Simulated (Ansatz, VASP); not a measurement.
**ZnS in VASP and in Ansatz**

```
Zn S
1.0
     3.78141    0.00000    0.00000
    -1.89071    3.27480    0.00000
     0.00000    0.00000   24.70786
Zn S
8 8
Direct
  0.00000 0.00000 0.00000
  0.00000 0.00000 0.50000
  0.33333 0.66667 0.12493
  0.66667 0.33333 0.62493
  0.33333 0.66667 0.37509
  0.66667 0.33333 0.87509
  0.33333 0.66667 0.75001
  0.66667 0.33333 0.25001
  0.00000 0.00000 0.09376
  0.00000 0.00000 0.59376
  0.33333 0.66667 0.21869
  0.66667 0.33333 0.71869
  0.33333 0.66667 0.46883
  0.66667 0.33333 0.96883
  0.33333 0.66667 0.84389
  0.66667 0.33333 0.34389
```

Change from the starting cell: volume scaled by 0.97, ions relaxed.

Alike in both runs: functional PBE; k mesh 8 × 8 × 2; occupations fermi-dirac, width 0.02 eV; no spin polarisation.

Ansatz relaxed the structure, and its values are those at the end. VASP's run is a single point on that final structure, the one shown.

|  | VASP | Ansatz |
| --- | --- | --- |
| version | VASP 6.6.1 | Ansatz 0.2.0 |
| potentials or method | VASP PAW PBE potentials, release 64 (Zn, S) | plane-wave PAW, scalar-relativistic |
| plane-wave cutoff (eV) | 520 | 420 |
| valence electrons in the cell | 144 | 144 |

|  | VASP | Ansatz | Ansatz less VASP |
| --- | --- | --- | --- |
| gap on the k mesh at the Fermi level (eV) | 2.27 | 2.27 | -0.007 |
| pressure (GPa) | 4.3 | 4.2 | -0.12 |
| rms of the force components (eV/Å) | 0.005 | 0.005 | -0.0004 |

With one functional, cell and mesh, what is left measures potentials, basis and numerics. Ansatz's warnings: stress scf threshold loose.
